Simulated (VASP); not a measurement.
Input of a VASP 6.6.1 run:

INCAR

```
PREC     = Accurate       # precision mode
ENCUT    = 600            # plane-wave cutoff, eV
EDIFF    = 1E-6           # SCF threshold, eV
ISMEAR   = 0              # smearing method
SIGMA    = 0.1            # smearing width, eV
LREAL    = F              # projectors in reciprocal space
LASPH    = T              # aspherical terms in the spheres
NELM     = 100            # most SCF steps
ALGO     = Normal         # electronic algorithm
ISIF     = 4              # what is computed and relaxed
LWAVE    = F              # write WAVECAR
LCHARG   = F              # write CHGCAR
GGA      = PE             # functional
IBRION   = 2              # ionic algorithm
NSW      = 50             # ionic steps
EDIFFG   = -0.01          # ionic threshold
```

KPOINTS

```
Automatic mesh
0
Gamma
  14 14 8
```

The input POSCAR:

```
CuO
1.0
    2.1660977368     -2.1676315610      0.0000000000
    2.1660977368      2.1676315610      0.0000000000
    0.0000000000      0.0000000000      5.2465436242
Cu O
2 2
Direct
    0.0000000000      0.5000000000      0.0000000000
    0.5000000000      0.0000000000      0.5000000000
    0.5000000000      0.5000000000      0.2500000000
    0.5000000000      0.5000000000      0.7500000000
```

Potentials or basis: VASP PAW PBE potentials, release 64 (Cu, O).

The run is started by

```sh
$ cat potpaw_PBE.64/Cu/POTCAR potpaw_PBE.64/O/POTCAR > POTCAR
$ mpirun -np 1 vasp_std > vasp.out
```

Q: Estimate the band gap on the k mesh.

A: Zero (bands 17 and 18 overlap by 1.19 eV).

Final structure:
```yaml
crystal:
  lattice:
    - [2.17351, -2.17475, 0.00000]
    - [2.17351, 2.17475, 0.00000]
    - [0.00000, 0.00000, 5.21154]
  atoms:
    - { symbol: Cu, position: [0.00000, 0.50000, 0.00000] }
    - { symbol: Cu, position: [0.50000, 0.00000, 0.50000] }
    - { symbol: O, position: [0.50000, 0.50000, 0.25000] }
    - { symbol: O, position: [0.50000, 0.50000, 0.75000] }
```

Caveat: semilocal functionals often make such compounds metallic where correlation or magnetic order opens a gap, which also shifts bond lengths. With open d or f shells a metallic result of PBE can be an artefact of self-interaction; +U or a hybrid may open a gap.
